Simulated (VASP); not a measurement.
# K8Ta9O24 (a cell with a defect) in VASP: single point with PBEsol

Aim: the single point of K8Ta9O24 (a cell with a defect) with PBEsol.

Everything below comes from runs of VASP 6.6.1. Logs are shortened: lines on timing, memory, paths and dates and some standing lists are left out, and cuts for length are marked.

## Step 1: The cell of the first run

The cell holds a defect, 41 atoms: a = 7.971 Å, b = 7.971 Å, c = 7.971 Å, α = 90.00°, β = 90.00°, γ = 90.00°.

## Step 2: Single point, PBEsol, collinear spin

Contents of INCAR:

```
SYSTEM = K8Ta9O24
PREC = Accurate ; ENCUT = 520
EDIFF = 1E-7 ; ISMEAR = -1
SIGMA = 0.05 ; LREAL = Auto
LASPH = .True. ; NELM = 150
ALGO = Normal ; ISIF = 2
LWAVE = .False. ; LCHARG = .False.
ISPIN = 2 ; MAGMOM = 0.2 0.2 0 0 0 0 0 0 0.2 0.2 0 0 0 0 0 0 0.2 0 0 0 0 0 0 0 0.2 0 0.2 0 0 0 0 0 0.2 0 0 0 0.2 0 0 0 0.2
LORBIT = 11 ; LMAXMIX = 4
GGA = PS ; NELECT = 314.0
ISYM = 0 ; NBANDS = 188
```

Contents of KPOINTS:

```
Automatic mesh
0
Gamma
  1 1 1
  0.25 0.25 0.25
```

Contents of POSCAR:

```
K8Ta9O24
1.0
    7.9708780000      0.0000000000      0.0000000000
    0.0000000000      7.9708780000      0.0000000000
    0.0000000000      0.0000000000      7.9708780000
K Ta O
8 9 24
Direct
    0.9824710000      0.9897360000      0.9948460000
    0.9050040000      0.9492630000      0.5218860000
    0.0008370000      0.5110530000      0.0064070000
    0.9994240000      0.5183700000      0.5023260000
    0.5111640000      0.0014190000      0.0092140000
    0.5283790000      0.9892110000      0.5274920000
    0.5036590000      0.5232960000      0.9991910000
    0.4968180000      0.5046900000      0.4982770000
    0.2831260000      0.2891030000      0.2166830000
    0.2718500000      0.2747310000      0.7615140000
    0.2461000000      0.7840740000      0.2615730000
    0.2426460000      0.7701250000      0.7545870000
    0.7592490000      0.2462740000      0.2534320000
    0.7675500000      0.2467620000      0.7511670000
    0.7445420000      0.7355400000      0.2539530000
    0.7393100000      0.7371320000      0.7630180000
    0.1490100000      0.1230260000      0.4547340000
    0.2150100000      0.2191110000      0.9905020000
    0.2427320000      0.7924110000      0.9970970000
    0.2432060000      0.7487240000      0.5020210000
    0.7926510000      0.2517560000      0.9934520000
    0.7340650000      0.2444880000      0.4994590000
    0.7405770000      0.7423260000      0.0033380000
    0.7274610000      0.7281200000      0.5074820000
    0.0117050000      0.2729990000      0.2894350000
    0.0146940000      0.2355430000      0.6788880000
    0.9837690000      0.7142170000      0.2478760000
    0.9919680000      0.7511160000      0.7550090000
    0.5214430000      0.2798630000      0.2036210000
    0.5060170000      0.2564520000      0.7623350000
    0.4927520000      0.7578530000      0.2479480000
    0.4914210000      0.7506310000      0.7579790000
    0.3484550000      0.0469160000      0.3073880000
    0.2394400000      0.0127110000      0.6934310000
    0.2577020000      0.5244780000      0.2350180000
    0.2466340000      0.5083850000      0.7587220000
    0.7479760000      0.0012260000      0.2502140000
    0.7425600000      0.9989170000      0.7667270000
    0.7430500000      0.4954020000      0.2543720000
    0.7549010000      0.4936240000      0.7563700000
    0.0845110000      0.9709770000      0.2831350000
```

Potentials or basis: VASP PAW PBE potentials, release 64 (K_sv, Ta_pv, O).

The run is started by

```
$ cat potpaw_PBE.64/K_sv/POTCAR potpaw_PBE.64/Ta_pv/POTCAR potpaw_PBE.64/O/POTCAR > POTCAR
$ mpirun -np 1 vasp_std > vasp.out
```

OUTCAR:

```text
SYSTEM = K8Ta9O24
   PREC = Accurate
   ENCUT = 520
   EDIFF = 1E-7
   ISMEAR = -1
   LREAL = Auto
   LASPH = .True.
   NELM = 150
   ISIF = 2
   ISPIN = 2
   LORBIT = 11
   GGA = PS
   NELECT = 314.0
   ISYM = 0

 ion  position               nearest neighbor table
   1  0.982  0.990  0.995-  41 2.44  21 2.58  19 2.60  18 2.60  38 2.64  28 2.70  23 2.76  37 2.77
                            14 3.30  12 3.32  16 3.35  13 3.41  11 3.41  15 3.46   5 3.76
   2  0.905  0.949  0.522-  24 2.26  38 2.38  41 2.39  17 2.45  37 2.54  28 2.54  22 2.73  26 2.75
                            16 2.88  15 3.02   6 3.02  14 3.19  13 3.40   4 3.52  12 3.57  11 3.66
   3  0.001  0.511  0.006-  27 2.52  21 2.65  35 2.74  28 2.77  23 2.78  36 2.78  40 2.80  39 2.85
                            18 2.89   9 3.32  15 3.36  16 3.37  12 3.47  10 3.47  14 3.47  13 3.47
   4  0.999  0.518  0.502-  27 2.56  25 2.59  26 2.66  20 2.67  24 2.74  28 2.74  40 2.82  36 2.84
                            39 2.85  15 3.32  17 3.39  16 3.41  12 3.44  11 3.47  14 3.47  13 3.51
   5  0.511  0.001  0.009-  38 2.67  37 2.69  29 2.71  19 2.71  31 2.72  33 2.73  23 2.76  30 2.83
                            32 2.83   9 3.36  13 3.39  11 3.39  16 3.41  15 3.43  12 3.48  14 3.50
   6  0.528  0.989  0.527-  33 2.31  38 2.56  24 2.62  22 2.62  32 2.66  34 2.66  37 2.82  30 2.84
                             2 3.02  16 3.22  17 3.26  14 3.32  12 3.39  15 3.44  11 3.50  13 3.52
   7  0.504  0.523  0.999-  29 2.54  23 2.57  32 2.64  35 2.72  31 2.73  40 2.80  39 2.80  36 2.81
                            30 2.84   9 3.10  16 3.16  15 3.27  10 3.31  12 3.46  11 3.59  13 3.62
   8  0.497  0.505  0.498-  24 2.56  39 2.76  20 2.81  22 2.81  31 2.84  35 2.84  32 2.85  36 2.88
                             9 3.30  10 3.31  15 3.33  16 3.41  13 3.53  11 3.54  12 3.57  14 3.60
   9  0.283  0.289  0.217-  35 1.89  29 1.90  18 1.96  33 2.13  25 2.24  17 2.55   7 3.10   8 3.30
                             3 3.32   5 3.36   4 3.69
  10  0.272  0.275  0.762-  30 1.87  36 1.87  18 1.93  34 2.17  26 2.18  17 2.90   7 3.31   8 3.31
                             3 3.47   5 3.50   4 3.57   6 3.58
  11  0.246  0.784  0.262-  20 1.94  41 1.98  31 1.98  35 2.08  19 2.11  27 2.17  33 2.28  17 3.20
                             5 3.39   1 3.41   4 3.47   6 3.50   8 3.54   3 3.56   7 3.59   2 3.66
  12  0.243  0.770  0.755-  19 1.94  32 1.99  34 1.99  28 2.00  20 2.02  36 2.09   1 3.32   6 3.39
                             4 3.44   7 3.46   3 3.47   5 3.48   2 3.57   8 3.57
  13  0.759  0.246  0.253-  29 1.96  37 1.96  22 1.97  39 1.99  25 2.04  21 2.09   5 3.39   2 3.40
                             1 3.41   3 3.47   4 3.51   6 3.52   8 3.53   7 3.62
  14  0.768  0.247  0.751-  21 1.94  40 1.97  38 1.99  22 2.02  26 2.05  30 2.09   2 3.19   1 3.30
                             6 3.32   3 3.47   4 3.47   5 3.50   8 3.60   7 3.63
  15  0.745  0.736  0.254-  39 1.91  27 1.92  23 2.00  31 2.02  24 2.03  37 2.12   2 3.02   7 3.27
                             4 3.32   8 3.33   3 3.36   5 3.43   6 3.44   1 3.46
  16  0.739  0.737  0.763-  23 1.92  40 1.95  32 1.98  28 2.02  24 2.04  38 2.09   2 2.88   7 3.16
                             6 3.22   1 3.35   3 3.37   5 3.41   8 3.41   4 3.41
  17  0.149  0.123  0.455-  41 1.90  33 2.07  25 2.09  34 2.22  26 2.27   2 2.45   9 2.55  10 2.90
                            11 3.20   6 3.26   4 3.39
  18  0.215  0.219  0.991-  10 1.93   9 1.96   1 2.60   3 2.89
  19  0.243  0.792  0.997-  12 1.94  11 2.11   1 2.60   5 2.71
  20  0.243  0.749  0.502-  11 1.94  12 2.02   4 2.67   8 2.81
[... 7 lines left out ...]
  28  0.992  0.751  0.755-  12 2.00  16 2.02   2 2.54   1 2.70   4 2.74   3 2.77
  29  0.521  0.280  0.204-   9 1.90  13 1.96   7 2.54   5 2.71
  30  0.506  0.256  0.762-  10 1.87  14 2.09   5 2.83   6 2.84   7 2.84
  31  0.493  0.758  0.248-  11 1.98  15 2.02   5 2.72   7 2.73   8 2.84
  32  0.491  0.751  0.758-  16 1.98  12 1.99   7 2.64   6 2.66   5 2.83   8 2.85
  33  0.348  0.047  0.307-  17 2.07   9 2.13  11 2.28   6 2.31   5 2.73
  34  0.239  0.013  0.693-  12 1.99  10 2.17  17 2.22   6 2.66
  35  0.258  0.524  0.235-   9 1.89  11 2.08   7 2.72   3 2.74   8 2.84
  36  0.247  0.508  0.759-  10 1.87  12 2.09   3 2.78   7 2.81   4 2.84   8 2.88
  37  0.748  0.001  0.250-  13 1.96  15 2.12   2 2.54   5 2.69   1 2.77   6 2.82
  38  0.743  0.999  0.767-  14 1.99  16 2.09   2 2.38   6 2.56   1 2.64   5 2.67
  39  0.743  0.495  0.254-  15 1.91  13 1.99   8 2.76   7 2.80   4 2.85   3 2.85
  40  0.755  0.494  0.756-  16 1.95  14 1.97   7 2.80   3 2.80   4 2.82
  41  0.085  0.971  0.283-  17 1.90  11 1.98   2 2.39   1 2.44

IMPORTANT INFORMATION: All symmetrisations will be switched off!
NOSYMM: (Re-)initialisation of all symmetry stuff for point group C_1.

----------------------------------------------------------------------------------------

                                     Primitive cell

  volume of cell :     506.4289

  direct lattice vectors                    reciprocal lattice vectors
     7.970878000  0.000000000  0.000000000     0.125456694  0.000000000  0.000000000
     0.000000000  7.970878000  0.000000000     0.000000000  0.125456694  0.000000000
     0.000000000  0.000000000  7.970878000     0.000000000  0.000000000  0.125456694

  length of vectors
     7.970878000  7.970878000  7.970878000     0.125456694  0.125456694  0.125456694

  position of ions in fractional coordinates (direct lattice)
     0.982471000  0.989736000  0.994846000
     0.905004000  0.949263000  0.521886000
     0.000837000  0.511053000  0.006407000
     0.999424000  0.518370000  0.502326000
     0.511164000  0.001419000  0.009214000
     0.528379000  0.989211000  0.527492000
[... 33 lines left out ...]
     0.754901000  0.493624000  0.756370000
     0.084511000  0.970977000  0.283135000

[... 106 lines left out ...]
   NUPDOWN=      -1.0000    fix difference up-down
   EMIN   =  10.00;   EMAX   =-10.00  energy-range for DOS
   EFERMI =   0.00;   METHOD = LEGACY
   ISMEAR =    -1;   SIGMA  =   0.05  broadening in eV -4-tet -1-fermi 0-gaus
   EFERMI_NEDOS =   21; number of points for ismear=-14 and -15
   IALGO  =     38    algorithm
   IMIX   =      4    mixing-type and parameters
     AMIX     =   0.40;   BMIX     =  1.00
     AMIX_MAG =   1.60;   BMIX_MAG =  1.00
  volume/ion in A,a.u.               =      12.35        83.35
  Fermi-wavevector in a.u.,A,eV,Ry     =   1.395978  2.638016 26.514413  1.948754
  Thomas-Fermi vector in A             =   2.519377
   LORBIT       =     11    0 simple, 1 ext, 2 COOP (PROOUT), +10 PAW based schemes
   GGA     = PS    functional components
   LHFCALC =     F    Hartree Fock is set to
   AEXX    =    0.0000 exact exchange contribution
   IVDW    =     0    specifies the selected vdW correction
   LEPSILON=     F    determine dielectric tensor
   LRPA    =     F    only Hartree local field effects (RPA)
 spin polarized calculation
  energy-cutoff  :      520.00
  volume of cell :      506.43
 maximum number of plane-waves:     13601
   NGX = 29   NGY = 29   NGZ = 29

 number of electron     313.9999987 magnetization      -0.0000492

 number of electron     313.9999987 magnetization       0.0000084

 Free energy of the ion-electron system (eV)
  ---------------------------------------------------
  ext. energy  EPLUGINS =         0.00000000
  ---------------------------------------------------
  free energy    TOTEN  =      -349.47416707 eV

  energy without entropy =     -349.46729417  energy(sigma->0) =     -349.47073062

 E-fermi :   4.5740     XC(G=0): -11.3684

 val. band max:        4.3314479599   @ k =   0.2500  -0.2500   0.2500
 cond. band min:       4.8364683147   @ k =   0.2500   0.2500   0.2500
 fundamental gap:      0.5050203549
 Fermi energy:         4.5739858072

 spin component 1

 k-point     1 :       0.2500    0.2500    0.2500
  band No.  band energies     occupation
      1     -32.3057      1.00000
      2     -32.2922      1.00000
      3     -32.2572      1.00000
      4     -32.2267      1.00000
      5     -32.2162      1.00000
      6     -32.1961      1.00000
[... 677 lines left out ...]
    168       6.5402      0.00000
    169       6.6409      0.00000
 Fermi energy:         4.5739858072

 spin component 2

 k-point     1 :       0.2500    0.2500    0.2500
  band No.  band energies     occupation
      1     -32.3057      1.00000
      2     -32.2922      1.00000
      3     -32.2572      1.00000
      4     -32.2267      1.00000
      5     -32.2162      1.00000
      6     -32.1961      1.00000
[... 677 lines left out ...]
    168       6.5402      0.00000
    169       6.6409      0.00000
 [bands above 169 left out]

------------------------ aborting loop because EDIFF is reached ----------------------------------------

  FORCE on cell =-STRESS in cart. coord.  units (eV):
  Direction    XX          YY          ZZ          XY          YZ          ZX
  --------------------------------------------------------------------------------------
  -------------------------------------------------------------------------------------
  Total       18.1912543     17.2962180      4.6528420     15.7228526     -2.9714013      0.4003163
  in kB       57.5512474     54.7196420     14.7200879     49.7420223     -9.4005529      1.2664713
  external PRESSURE =      42.3303258 kB  Pullay stress =       0.0000000 kB

 VOLUME and BASIS-vectors are now :
 -----------------------------------------------------------------------------
  energy-cutoff  :      520.00
  volume of cell :      506.43
      direct lattice vectors                 reciprocal lattice vectors
     7.970878000  0.000000000  0.000000000     0.125456694  0.000000000  0.000000000
     0.000000000  7.970878000  0.000000000     0.000000000  0.125456694  0.000000000
     0.000000000  0.000000000  7.970878000     0.000000000  0.000000000  0.125456694

 POSITION                                       TOTAL-FORCE (eV/Angst)
 -----------------------------------------------------------------------------------
      7.83116      7.88906      7.92980         0.010098      0.003232      0.004130
      7.21368      7.56646      4.15989        -0.014914     -0.045621     -0.001980
      0.00667      4.07354      0.05107         0.010897     -0.025517     -0.008950
      7.96629      4.13186      4.00398         0.008289     -0.008375      0.007864
      4.07443      0.01131      0.07344        -0.014699      0.004751      0.005552
      4.21164      7.88488      4.20457         0.001034      0.002369      0.003368
[... 33 lines left out ...]
      6.01722      3.93462      6.02893        -0.003725      0.029683     -0.020527
      0.67363      7.73954      2.25683        -0.071349     -0.087668     -0.215326
 -----------------------------------------------------------------------------------
    total drift:                                0.015054      0.020096     -0.000267

  FREE ENERGIE OF THE ION-ELECTRON SYSTEM (eV)
  ---------------------------------------------------
  free  energy   TOTEN  =      -349.4741670728 eV

  energy  without entropy=     -349.4672941731  energy(sigma->0) =     -349.47073062

 total charge

# of ion       s       p       d       tot
------------------------------------------
    1        1.965   5.598   0.063   7.626
    2        1.987   5.624   0.163   7.774
    3        1.962   5.586   0.055   7.603
    4        1.963   5.591   0.060   7.614
    5        1.961   5.587   0.054   7.601
    6        1.969   5.605   0.081   7.655
[... 33 lines left out ...]
   40        1.561   3.510   0.000   5.071
   41        1.587   3.517   0.000   5.105
--------------------------------------------------
tot         56.317 185.500  20.225 262.042

 magnetization (x)

# of ion       s       p       d       tot
------------------------------------------
    1       -0.000  -0.000   0.000  -0.000
    2        0.000  -0.000   0.000  -0.000
    3       -0.000   0.000  -0.000   0.000
    4       -0.000  -0.000   0.000  -0.000
    5        0.000   0.000   0.000   0.000
    6       -0.000  -0.000   0.000  -0.000
[... 33 lines left out ...]
   40       -0.000  -0.000   0.000  -0.000
   41       -0.000   0.000   0.000  -0.000
--------------------------------------------------
tot         -0.000  -0.000  -0.000  -0.000
```

Run time: 14 min. Hardware: 1 thread of Intel Xeon 6975P-C (Granite Rapids), shared host; peak memory 0.96 GiB.

What came out:

```
Free energy                                           : -349.4742 eV
Largest force                                         : 0.415 eV/Å
Net moment                                            : 0.00 μB per cell
Valence electrons inside the program's atomic spheres : K 7.63, 7.77, 7.60, 7.61, 7.66, 7.62, 7.59 (each value once); Ta 9.00, 8.92, 8.71, 8.76, 8.78, 8.75, 8.84, 9.03 (each value once); O 5.06, 5.03, 5.04, 5.05, 5.09, 5.07, 5.02, 5.08, 5.11 (each value once)
```

Forces in eV/Å, atoms in the order of the input:
```
K    0.010  0.003  0.004
K   -0.015 -0.046 -0.002
K    0.011 -0.026 -0.009
K    0.008 -0.008  0.008
K   -0.015  0.005  0.006
K    0.001  0.002  0.003
K   -0.009  0.003  0.018
K   -0.019 -0.008 -0.021
Ta  -0.240 -0.077  0.199
Ta  -0.034 -0.203 -0.123
Ta  -0.051  0.036 -0.073
Ta  -0.081 -0.037  0.002
Ta   0.072 -0.047 -0.012
Ta  -0.066 -0.107 -0.024
Ta  -0.112  0.140 -0.006
Ta  -0.033  0.015 -0.100
Ta   0.221  0.332  0.116
O   -0.066 -0.042  0.034
O    0.039 -0.028  0.047
O    0.039  0.003  0.062
O   -0.003  0.032  0.051
O    0.026  0.049  0.051
O    0.011  0.003  0.042
O   -0.036 -0.056  0.039
O   -0.057  0.018  0.011
O   -0.012  0.025  0.008
O    0.111  0.065  0.035
O    0.008 -0.012  0.017
O    0.029  0.011 -0.002
O    0.168  0.022  0.016
O    0.064 -0.059  0.019
O    0.015 -0.001 -0.016
O    0.086 -0.114 -0.037
O   -0.008  0.016 -0.006
O    0.072  0.094 -0.038
O   -0.016  0.189 -0.016
O   -0.019 -0.084 -0.055
O    0.007 -0.001  0.041
O   -0.030 -0.050 -0.053
O   -0.004  0.030 -0.021
O   -0.071 -0.088 -0.215
```

Caveat: the cell carries a net charge on a neutralising background, which shifts energy and pressure; the cell is charged against a uniform background, so pressure and absolute levels hang on convention; the PAW data sets were made with another functional, which shifts forces and pressure a little; spin-orbit coupling is left out, which moves the levels of the heavy elements.
